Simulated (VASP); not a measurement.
# Mg (P6_3/mmc) in VASP: notebook

The runs below take Mg through single point, relaxation of volume and atoms at fixed shape, with PBE.

All numbers are computed with VASP 6.6.1; they aren't measurements. Logs are shortened: lines on timing, memory, paths and dates and some standing lists are left out, and cuts for length are marked.

## Step 1: The cell of the first run

It takes space group P6_3/mmc (No. 194, hexagonal). The conventional cell has a = 3.194 Å, b = 3.194 Å, c = 5.186 Å, α = 90.00°, β = 90.00°, γ = 120.00°. Within 4.2 Å of Mg (site symmetry -6m2) lie 12 Mg at 3.18 to 3.19 Å.

## Step 2: Single point, PBE

Contents of INCAR:

```
  ALGO = Normal
  EDIFF = 1E-6
  ENCUT = 600
  GGA = PE
  GGA_COMPAT = False
  ISIF = 2
  ISMEAR = 1
  LASPH = True
  LCHARG = True
  LELF = True
  LREAL = False
  LVHAR = True
  LWAVE = False
  NBANDS = 9
  NELM = 120
  PREC = Accurate
  SIGMA = 0.02
```

Contents of KPOINTS:

```
k-points
0
Gamma
  15 15 8
```

Contents of POSCAR:

```
Mg
1.0
    3.1942131353      0.0000000000      0.0000000000
   -1.5971065676      2.7662697202      0.0000000000
    0.0000000000      0.0000000000      5.1858067746
Mg
2
Direct
    0.3333333333      0.6666666667      0.2500000000
    0.6666666667      0.3333333333      0.7500000000
```

Potentials or basis: VASP PAW PBE potentials, release 64 (Mg).

The run is started by

```sh
cat potpaw_PBE.64/Mg/POTCAR > POTCAR
mpirun -np 1 vasp_std > vasp.out
```

OUTCAR:

```text
EDIFF = 1E-6
   ENCUT = 600
   GGA = PE
   ISIF = 2
   ISMEAR = 1
   LASPH = True
   LREAL = False
   NELM = 120
   PREC = Accurate

 ion  position               nearest neighbor table
   1  0.333  0.667  0.250-   2 3.18   2 3.18   2 3.18   2 3.18   2 3.18   2 3.18
   2  0.667  0.333  0.750-   1 3.18   1 3.18   1 3.18   1 3.18   1 3.18   1 3.18

  LATTYP: Found a hexagonal cell.
 ALAT       =     3.1942131353
 C/A-ratio  =     1.6235005477

  Lattice vectors:

 A1 = (   3.1942131353,   0.0000000000,   0.0000000000)
 A2 = (  -1.5971065676,   2.7662697202,   0.0000000000)
 A3 = (   0.0000000000,   0.0000000000,   5.1858067746)

Analysis of symmetry for initial positions (statically):
=====================================================================
 Subroutine PRICEL returns:
 Original cell was already a primitive cell.

 Routine SETGRP: Setting up the symmetry group for a
 hexagonal supercell.

 Subroutine GETGRP returns: Found 24 space group operations
 (whereof 12 operations were pure point group operations)
 out of a pool of 24 trial point group operations.

The static configuration has the point symmetry D_3d.
 The point group associated with its full space group is D_6h.

Analysis of symmetry for dynamics (positions and initial velocities):
=====================================================================
 Subroutine PRICEL returns:
 Original cell was already a primitive cell.

 Routine SETGRP: Setting up the symmetry group for a
 hexagonal supercell.

 Subroutine GETGRP returns: Found 24 space group operations
 (whereof 12 operations were pure point group operations)
 out of a pool of 24 trial point group operations.

The dynamic configuration has the point symmetry D_3d.
 The point group associated with its full space group is D_6h.

 Subroutine INISYM returns: Found 24 space group operations
 (whereof 12 operations are pure point group operations),
 and found     1 'primitive' translations

----------------------------------------------------------------------------------------

                                     Primitive cell

  volume of cell :      45.8221

  direct lattice vectors                    reciprocal lattice vectors
     3.194213135  0.000000000  0.000000000     0.313066147  0.180748824  0.000000000
    -1.597106568  2.766269720  0.000000000     0.000000000  0.361497649  0.000000000
     0.000000000  0.000000000  5.185806775     0.000000000  0.000000000  0.192834026

  length of vectors
     3.194213135  3.194213135  5.185806775     0.361497649  0.361497649  0.192834026

  position of ions in fractional coordinates (direct lattice)
     0.333333333  0.666666667  0.250000000
     0.666666667  0.333333333  0.750000000

  ion indices of the primitive-cell ions
   primitive index   ion index
                 1           1
                 2           2

----------------------------------------------------------------------------------------

 KPOINTS: k-points

Automatic generation of k-mesh.
 Grid dimensions read from file:
 generate k-points for:   15   15    8

 Generating k-lattice:

  Cartesian coordinates                     Fractional coordinates (reciprocal lattice)
     0.020871076  0.012049922  0.000000000     0.066666667 -0.000000000  0.000000000
     0.000000000  0.024099843  0.000000000     0.000000000  0.066666667  0.000000000
     0.000000000  0.000000000  0.024104253     0.000000000  0.000000000  0.125000000

  Length of vectors
     0.024099843  0.024099843  0.024104253

  Shift w.r.t. Gamma in fractional coordinates (k-lattice)
     0.000000000  0.000000000  0.000000000

 Subroutine IBZKPT returns following result:
 ===========================================

 Found    135 irreducible k-points:

 Following reciprocal coordinates:
            Coordinates               Weight
  0.000000  0.000000  0.000000      1.000000
  0.066667  0.000000  0.000000      6.000000
  0.133333  0.000000  0.000000      6.000000
  0.200000  0.000000  0.000000      6.000000
  0.266667  0.000000  0.000000      6.000000
  0.333333  0.000000  0.000000      6.000000
[... 16 lines left out ...]
  0.333333  0.200000  0.000000     12.000000
  0.400000  0.200000  0.000000      6.000000
 [... further k-points ...]
   k-points           NKPTS =    135   k-points in BZ     NKDIM =    135   number of bands    NBANDS=      9
   number of dos      NEDOS =    301   number of ions     NIONS =      2
   total plane-waves  NPLWV =  32928
   dimension x,y,z NGX =    28 NGY =   28 NGZ =   42
   dimension x,y,z NGXF=    56 NGYF=   56 NGZF=   84
   ions per type =               2
   NGX,Y,Z   is equivalent  to a cutoff of  14.57, 14.57, 13.46 a.u.
   NGXF,Y,Z  is equivalent  to a cutoff of  29.15, 29.15, 26.93 a.u.
 SYSTEM =  unknown system
   PREC   = accura    normal or accurate (medium, high low for compatibility)
   ISTART =      0    job   : 0-new  1-cont  2-samecut
   ICHARG =      2    charge: 1-file 2-atom 10-const
   ISPIN  =      1    spin polarized calculation?
   LNONCOLLINEAR =      F non collinear calculations
   LSORBIT =      F    spin-orbit coupling
   LASPH  =      T    aspherical Exc in radial PAW
   ENCUT  =  600.0 eV  44.10 Ry    6.64 a.u.   6.38  6.38 10.36*2*pi/ulx,y,z
   NELM   =    120;   NELMIN=  2; NELMDL= -5     # of ELM steps
   EDIFF  = 0.1E-05   stopping-criterion for ELM
   LREAL  =      F    real-space projection
   EDIFFG = 0.1E-04   stopping-criterion for IOM
   NSW    =      0    number of steps for IOM
   IBRION =     -1    ionic relax: 0-MD 1-quasi-New 2-CG
   NFREE  =      0    steps in history (QN), initial steepest desc. (CG)
   ISIF   =      2    stress and relaxation
   ISYM   =      2    0-nonsym 1-usesym 2-fastsym
   POTIM  = 0.5000    time-step for ionic-motion
   TEBEG  =    0.0;   TEEND  =   0.0 temperature during run
   PSTRESS=    0.0 pullay stress
   NELECT =       4.0000    total number of electrons
   NUPDOWN=      -1.0000    fix difference up-down
   EMIN   =  10.00;   EMAX   =-10.00  energy-range for DOS
   EFERMI =   0.00;   METHOD = LEGACY
   ISMEAR =     1;   SIGMA  =   0.02  broadening in eV -4-tet -1-fermi 0-gaus
   EFERMI_NEDOS =   21; number of points for ismear=-14 and -15
   IALGO  =     38    algorithm
   IMIX   =      4    mixing-type and parameters
     AMIX     =   0.40;   BMIX     =  1.00
     AMIX_MAG =   1.60;   BMIX_MAG =  1.00
  volume/ion in A,a.u.               =      22.91       154.61
  Fermi-wavevector in a.u.,A,eV,Ry     =   0.726223  1.372362  7.175708  0.527400
  Thomas-Fermi vector in A             =   1.817142
   LORBIT       =      0    0 simple, 1 ext, 2 COOP (PROOUT), +10 PAW based schemes
   GGA     = PE    functional components
   LHFCALC =     F    Hartree Fock is set to
   AEXX    =    0.0000 exact exchange contribution
   IVDW    =     0    specifies the selected vdW correction
   LEPSILON=     F    determine dielectric tensor
   LRPA    =     F    only Hartree local field effects (RPA)
 non-spin polarized calculation
 Methfessel and Paxton  Order N= 1 SIGMA  =   0.02
  energy-cutoff  :      600.00
  volume of cell :       45.82
 maximum number of plane-waves:      1550
 NGX is ok and might be reduce to    28
   NGX = 13   NGY = 13   NGZ = 21

 number of electron       4.0000000 magnetization

 Free energy of the ion-electron system (eV)
  ---------------------------------------------------
  ext. energy  EPLUGINS =         0.00000000
  ---------------------------------------------------
  free energy    TOTEN  =        -3.01132462 eV

  energy without entropy =       -3.01121515  energy(sigma->0) =       -3.01128813

 E-fermi :   2.6530     XC(G=0):  -8.4974

 val. band max:        2.6524706012   @ k =   0.3333   0.1333   0.1250
 cond. band min:       2.6856885662   @ k =   0.4000   0.0667   0.2500
 fundamental gap:      0.0332179650
 Fermi energy:         2.6530354964

 k-point     1 :       0.0000    0.0000    0.0000
  band No.  band energies     occupation
      1      -4.2964      2.00000
      2       0.9575      2.00000
      3       1.4021      2.00000
      4      13.5938      0.00000
      5      13.5938      0.00000
      6      13.7124      0.00000
      7      13.7124      0.00000
      8      14.4859      0.00000
      9      16.0867      0.00000

 k-point     2 :       0.0667    0.0000    0.0000
  band No.  band energies     occupation
      1      -4.2088      2.00000
      2       1.0375      2.00000
      3       1.4873      2.00000
      4      11.8311      0.00000
      5      12.6272      0.00000
      6      13.4216      0.00000
      7      14.8014      0.00000
      8      15.2552      0.00000
      9      16.4853      0.00000

 k-point     3 :       0.1333    0.0000    0.0000
  band No.  band energies     occupation
      1      -3.9464      2.00000
      2       1.2777      2.00000
      3       1.7410      2.00000
      4       9.7849      0.00000
      5      11.7468      0.00000
      6      12.4781      0.00000
      7      14.5106      0.00000
      8      15.0402      0.00000
      9      15.8853      0.00000

 k-point     4 :       0.2000    0.0000    0.0000
  band No.  band energies     occupation
      1      -3.5107      2.00000
      2       1.6783      2.00000
      3       2.1558      2.00000
      4       7.8272      0.00000
      5      11.0130      0.00000
      6      11.4672      0.00000
      7      12.5547      0.00000
      8      13.7698      0.00000
      9      15.5594      0.00000
[... 205 lines left out ...]
 k-point    22 :       0.2667    0.2000    0.0000
  band No.  band energies     occupation
      1      -1.1074      2.00000
      2       3.5641      0.00000
      3       3.9252      0.00000
      4       4.5050      0.00000
      5       5.6456      0.00000
      6       8.7393      0.00000
      7       9.7022      0.00000
      8      10.0996      0.00000
      9      11.1637      0.00000

 k-point    23 :       0.3333    0.2000    0.0000
  band No.  band energies     occupation
      1      -0.0974      2.00000
      2       2.3490      2.00000
      3       4.5577      0.00000
      4       4.8847      0.00000
      5       5.9618      0.00000
      6       7.3256      0.00000
      7       8.4836      0.00000
      8       9.8197      0.00000
      9      10.8811      0.00000

 k-point    24 :       0.4000    0.2000    0.0000
  band No.  band energies     occupation
      1       1.0506      2.00000
      2       1.0747      2.00000
      3       4.5697      0.00000
      4       5.8385      0.00000
      5       6.2152      0.00000
      6       6.4171      0.00000
      7       7.7830      0.00000
      8       9.7312      0.00000
      9      10.7930      0.00000

 [... further k-points ...]

------------------------ aborting loop because EDIFF is reached ----------------------------------------

  FORCE on cell =-STRESS in cart. coord.  units (eV):
  Direction    XX          YY          ZZ          XY          YZ          ZX
  --------------------------------------------------------------------------------------
  -------------------------------------------------------------------------------------
  Total        0.0442306      0.0442306     -0.1965817      0.0000000     -0.0000000      0.0000000
  in kB        1.5465310      1.5465310     -6.8735142      0.0000000     -0.0000000      0.0000000
  external PRESSURE =      -1.2601507 kB  Pullay stress =       0.0000000 kB

 VOLUME and BASIS-vectors are now :
 -----------------------------------------------------------------------------
  energy-cutoff  :      600.00
  volume of cell :       45.82
      direct lattice vectors                 reciprocal lattice vectors
     3.194213135  0.000000000  0.000000000     0.313066147  0.180748824  0.000000000
    -1.597106568  2.766269720  0.000000000     0.000000000  0.361497649  0.000000000
     0.000000000  0.000000000  5.185806775     0.000000000  0.000000000  0.192834026

 POSITION                                       TOTAL-FORCE (eV/Angst)
 -----------------------------------------------------------------------------------
     -0.00000      1.84418      1.29645         0.000000     -0.000000      0.000000
      1.59711      0.92209      3.88936        -0.000000      0.000000      0.000000
 -----------------------------------------------------------------------------------
    total drift:                                0.000000     -0.000000      0.000000

  FREE ENERGIE OF THE ION-ELECTRON SYSTEM (eV)
  ---------------------------------------------------
  free  energy   TOTEN  =        -3.0113246244 eV

  energy  without entropy=       -3.0112151458  energy(sigma->0) =       -3.01128813
```

Run time: 76 s. Hardware: 1 thread of Intel Xeon Platinum 8259CL at 2.50GHz (Skylake/Cascade Lake), shared host; peak memory 0.21 GiB.

What came out:

```
Free energy            : -3.0113 eV
Pressure               : -0.1 GPa
Band gap on the k mesh : zero (bands 2 and 3 overlap by 2.16 eV)
```

Stress tensor (GPa, compression positive):
```
 0.15  0.00  0.00
 0.00  0.15  0.00
 0.00  0.00 -0.69
```

## Step 3: Relaxation of volume and atoms at fixed shape, PBE

This run uses another cell than the first one, of 23.24 Å³/atom.

Contents of INCAR:

```
PREC = Accurate ; ENCUT = 600
EDIFF = 1E-7 ; ISMEAR = 1
SIGMA = 0.02 ; LREAL = F
LASPH = T ; NELM = 120
ALGO = Normal ; ISIF = 8
LWAVE = F ; LCHARG = F
GGA = PE ; IBRION = 2
NSW = 80 ; EDIFFG = -0.03
GGA_COMPAT = F ; NELMIN = 4
```

Contents of KPOINTS:

```
regular mesh
0
Gamma
  15 15 8
```

Contents of POSCAR:

```
Mg
1.0
    3.2093000000      0.0000000000      0.0000000000
   -1.6046500000      2.7793350000      0.0000000000
    0.0000000000      0.0000000000      5.2103000000
Mg
2
Direct
    0.3333333333      0.6666666667      0.2500000000
    0.6666666667      0.3333333333      0.7500000000
```

Potentials or basis: VASP PAW PBE potentials, release 64 (Mg).

The run is started by

```sh
cat potpaw_PBE.64/Mg/POTCAR > POTCAR
mpirun -np 1 vasp_std > vasp.out
```

It took 88 s on 1 thread of Intel Xeon Platinum 8259CL at 2.50GHz (Skylake/Cascade Lake), shared host; peak memory 0.2 GiB.

Results (log left out):

* Free energy: -3.0113 eV
* Relaxed volume: 22.93 Å³/atom
* Relaxed cell: a = 3.195 Å, b = 3.195 Å, c = 5.187 Å, α = 90.00°, β = 90.00°, γ = 120.00°
* Space group after relaxing (to 0.1 Å): P6_3/mmc (No. 194)
* Energy gained by relaxing: 0.8 meV/atom
* Ionic steps: 2
* Pressure after relaxing: -0.2 GPa
* Band gap on the k mesh: zero (bands 2 and 3 overlap by 2.16 eV)

Stress tensor (GPa, compression positive):
```
 0.12  0.00  0.00
 0.00  0.12  0.00
 0.00  0.00 -0.72
```

Step by step:
```tsv
step	energy change (eV)	largest force (eV/Å)	pressure (GPa)	volume (Å³)
1	0.0000	0.0000	-0.63	46.47
2	-0.0015	0.0000	-0.16	45.86
```

Final structure:
```yaml
crystal:
  lattice:
    - [3.19518, 0.00000, 0.00000]
    - [-1.59759, 2.76710, 0.00000]
    - [0.00000, 0.00000, 5.18737]
  atoms:
    - { symbol: Mg, position: [0.33333, 0.66667, 0.25000] }
    - { symbol: Mg, position: [0.66667, 0.33333, 0.75000] }
```

Levels at points of the mesh, in eV from the Fermi level:
```tsv
k point	band 1	band 2	band 3	band 4	band 5	band 6
(0.00, 0.00, 0.00)	-6.95	-1.69	-1.25	10.94	10.94	11.05
(0.00, 0.00, 0.50)	-5.55	-5.55	5.03	5.03	11.68	11.68
```
